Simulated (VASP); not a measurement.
Wanted: the native input for a VASP 6.6.1 run.

| Quantity | Value |
| --- | --- |
| Task | single point |
| Functional | PBE0 |
| Potentials or basis | VASP PAW PBE potentials, release 64 (I) |
| Cutoff | 520 eV |
| k mesh | 5 × 5 × 5 |
| Occupations | fermi-dirac, width 0.05 eV |
| Spin | no spin polarisation |
| Dipole correction | no |
| Grid for exact exchange (PRECFOCK) | Normal |
| Further INCAR settings | ALGO = Normal; EDIFF = 1e-07; NBANDS = 10 |
| Share of exact exchange | 0.25 |

The system is I.

```
I
1.0
     0.00000    2.40126    4.25580
     2.08133    0.00000    4.25580
     2.08133    2.40126    0.00000
I
1
Direct
  0.00000 0.00000 0.00000
```

One way to write it, as run:

POSCAR

```
I
1.0
    0.0000000000      2.4012569164      4.2558004138
    2.0813256912      0.0000000000      4.2558004138
    2.0813256912      2.4012569164      0.0000000000
I
1
Direct
    0.0000000000      0.0000000000      0.0000000000
```

INCAR.step1

```
SYSTEM = I
ALGO     = Normal         ! electronic algorithm
EDIFF    = 1E-5           ! SCF threshold, eV
ENCUT    = 520            ! plane-wave cutoff, eV
GGA      = PE             ! functional
ISIF     = 2              ! what is computed and relaxed
ISMEAR   = -1             ! smearing method
LASPH    = .True.         ! aspherical terms in the spheres
LCHARG   = .False.        ! write CHGCAR
LREAL    = .False.        ! projectors in reciprocal space
LWAVE    = .True.         ! write WAVECAR
NBANDS   = 10             ! bands
NELM     = 80             ! most SCF steps
PREC     = Accurate       ! precision mode
SIGMA    = 0.05           ! smearing width, eV
```

INCAR.step2

```
SYSTEM = I
AEXX     = 0.25           ! exact-exchange fraction
ALGO     = Normal         ! electronic algorithm
EDIFF    = 1E-7           ! SCF threshold, eV
ENCUT    = 520            ! plane-wave cutoff, eV
GGA      = PE             ! functional
ISIF     = 2              ! what is computed and relaxed
ISMEAR   = -1             ! smearing method
ISTART   = 1            
LASPH    = .True.         ! aspherical terms in the spheres
LCHARG   = .False.        ! write CHGCAR
LHFCALC  = .True.         ! exact exchange
LREAL    = .False.        ! projectors in reciprocal space
LWAVE    = .False.        ! write WAVECAR
NBANDS   = 10             ! bands
NELM     = 80             ! most SCF steps
PREC     = Accurate       ! precision mode
PRECFOCK = Normal       
SIGMA    = 0.05           ! smearing width, eV
```

KPOINTS

```
k-points
0
Gamma
  5 5 5
  0 0 0
```

Potentials or basis: VASP PAW PBE potentials, release 64 (I).

Launch:

```sh
$ cat potpaw_PBE.64/I/POTCAR > POTCAR
$ cp INCAR.step1 INCAR
$ mpirun -np 1 vasp_std > vasp.out
$ cp INCAR.step2 INCAR
$ mpirun -np 1 vasp_std > vasp.out
```

It gave:

* Pressure: -0.2 GPa
* Band gap on the k mesh: zero (an odd number of electrons rules out a gap without spin polarisation)

Caveat: the k points lie up to 0.43 Å⁻¹ apart, too coarse for converged energies and pressures of a metal; the PAW data sets were made with another functional, which shifts forces and pressure a little; spin-orbit coupling is left out, which moves the levels of the heavy elements; an odd number of electrons without spin polarisation forces a metal; a magnetic or distorted state may lie lower.

It took 14 min on 1 thread of Oxide Virtual Turin-like Processor (shared host), peak memory 0.15 GiB.
